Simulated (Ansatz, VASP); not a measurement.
# One calculation of C, two programs

File INCAR:

```
SYSTEM = C
PREC = Accurate ; ENCUT = 520
EDIFF = 1E-7 ; ISMEAR = 0
SIGMA = 0.05 ; LREAL = .FALSE.
LASPH = .TRUE. ; NELM = 60
ALGO = Normal ; ISIF = 2
LWAVE = .FALSE. ; LCHARG = .TRUE.
GGA = PS ; LELF = .TRUE.
LVHAR = .TRUE. ; NBANDS = 31
```

Contents of KPOINTS:

```
regular mesh
0
G
  12 12 12
  0 0 0
```

Contents of POSCAR:

```
C
1.0
    1.2534231687      0.7236642039     10.0070809987
   -1.2534231687      0.7236642039     10.0070809987
    0.0000000000     -1.4473284077     10.0070809987
C
10
Direct
    0.0248215789      0.0248215789      0.0248215789
    0.9751784211      0.9751784211      0.9751784211
    0.1086886328      0.1086886328      0.1086886328
    0.8913113672      0.8913113672      0.8913113672
    0.1583653670      0.1583653670      0.1583653670
    0.8416346330      0.8416346330      0.8416346330
    0.3748636560      0.3748636560      0.3748636560
    0.6251363440      0.6251363440      0.6251363440
    0.4253184939      0.4253184939      0.4253184939
    0.5746815061      0.5746815061      0.5746815061
```

Input for Ansatz:

```yaml
crystal:
  lattice:
    - [1.2534231687, 0.7236642039, 10.0070809987]
    - [-1.2534231687, 0.7236642039, 10.0070809987]
    - [0.0, -1.4473284077, 10.0070809987]
  atoms:
    - { symbol: C, position: [0.0248215789, 0.0248215789, 0.0248215789] }
    - { symbol: C, position: [0.9751784211, 0.9751784211, 0.9751784211] }
    - { symbol: C, position: [0.1086886328, 0.1086886328, 0.1086886328] }
    - { symbol: C, position: [0.8913113672, 0.8913113672, 0.8913113672] }
    - { symbol: C, position: [0.158365367, 0.158365367, 0.158365367] }
    - { symbol: C, position: [0.841634633, 0.841634633, 0.841634633] }
    - { symbol: C, position: [0.374863656, 0.374863656, 0.374863656] }
    - { symbol: C, position: [0.625136344, 0.625136344, 0.625136344] }
    - { symbol: C, position: [0.4253184939, 0.4253184939, 0.4253184939] }
    - { symbol: C, position: [0.5746815061, 0.5746815061, 0.5746815061] }
basis:
  ecutwfc: 420
kpoints:
  mp_grid: { grid: [12, 12, 12] }
hamiltonian:
  xc: pbesol
scf:
  occupations: { method: gaussian, width: 0.05 }
output:
  forces: true
  stress: true
  eigenvalues: true
```

Change from the starting cell: strain -0.0300 x Voigt [0, 0, 1, 0, 0, 0], atoms carried along.

Alike in both runs: task single point; functional PBEsol; k mesh 12 × 12 × 12; occupations gaussian, width 0.05 eV; no spin polarisation.

```csv
,VASP,Ansatz
version,VASP 6.6.1,Ansatz 0.2.0
potentials or method,"VASP PAW PBE potentials, release 64 (C), cutoff 520 eV","scalar-relativistic, plane waves, PAW"
valence electrons in the cell,40,40
```

|  | VASP | Ansatz | Ansatz less VASP |
| --- | --- | --- | --- |
| gap on the k mesh at the Fermi level (eV) | 4.13 | 4.13 | +0.006 |
| least direct gap on the mesh (eV) | 5.03 | 5.03 | +0.004 |
| pressure (GPa) | 16.4 | 15.2 | -1.26 |
| traceless stress, the component that is largest in VASP (GPa) | 27.56 | 27.40 | -0.157 |
| rms of the force components (eV/Å) | 0.124 | 0.118 | -0.0054 |

VASP's potentials were made for PBE, not for PBEsol. Atom by atom the forces differ by 0.006 eV/Å (rms over components). With one functional, cell and mesh, what is left measures potentials, basis and numerics.
